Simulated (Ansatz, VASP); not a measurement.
# Sc: VASP beside Ansatz

INCAR

```
SYSTEM = Sc
  PREC = Accurate
  ENCUT = 520
  EDIFF = 1E-7
  ISMEAR = -1
  SIGMA = 0.1
  LREAL = .False.
  LASPH = .True.
  NELM = 100
  ALGO = Normal
  ISIF = 2
  LWAVE = .False.
  LCHARG = .True.
  GGA = RE
  LELF = .True.
  LVHAR = .True.
  NBANDS = 12
```

Contents of KPOINTS:

```
Automatic mesh
0
Gamma
  13 13 13
  0 0 0
```

Contents of POSCAR:

```
Sc
1.0
   -1.8828601740      1.8828601740      1.8828601740
    1.8828601740     -1.8828601740      1.8828601740
    1.8828601740      1.8828601740     -1.8828601740
Sc
1
Direct
    0.0000000000      0.0000000000      0.0000000000
```

Input for Ansatz:

```yaml
crystal:
  lattice:
    - [-1.882860174, 1.882860174, 1.882860174]
    - [1.882860174, -1.882860174, 1.882860174]
    - [1.882860174, 1.882860174, -1.882860174]
  atoms:
    - { symbol: Sc, position: [0.0, 0.0, 0.0] }
hamiltonian:
  xc: revpbe
  pseudopotentials:
    kind: paw
    azcp:
      Sc: "pseudopotentials/Sc.paw.azcp"
basis:
  ecutwfc: 420
  fft_grid_basis: typed
kpoints:
  mp_grid: { grid: [13, 13, 13], shift: [0, 0, 0] }
magnetization:
  spin_polarized: false
scf:
  occupations: { method: fermi_dirac, width: 0.1 }
  lower_state_search: "off"
output:
  stress: true
  write_density: true
  write_potential: true
  elf: true
  volumetric_format: npy
```

Alike in both runs: task single point; functional revPBE; k mesh 13 × 13 × 13; occupations fermi-dirac, width 0.1 eV; no spin polarisation.

|  | VASP | Ansatz |
| --- | --- | --- |
| version | VASP 6.6.1 | Ansatz 0.2.0 |
| potentials or method | VASP PAW PBE potentials, release 64 (Sc_sv), cutoff 520 eV | plane waves (420 eV) with PAW, scalar-relativistic |
| valence electrons in the cell | 11 | 11 |

VASP gave:

| Item | Value |
| --- | --- |
| pressure (GPa) | -1.8 |

Estimate Ansatz's values.

pressure (GPa): -1.9.

VASP's potentials were made for PBE, not for revPBE.
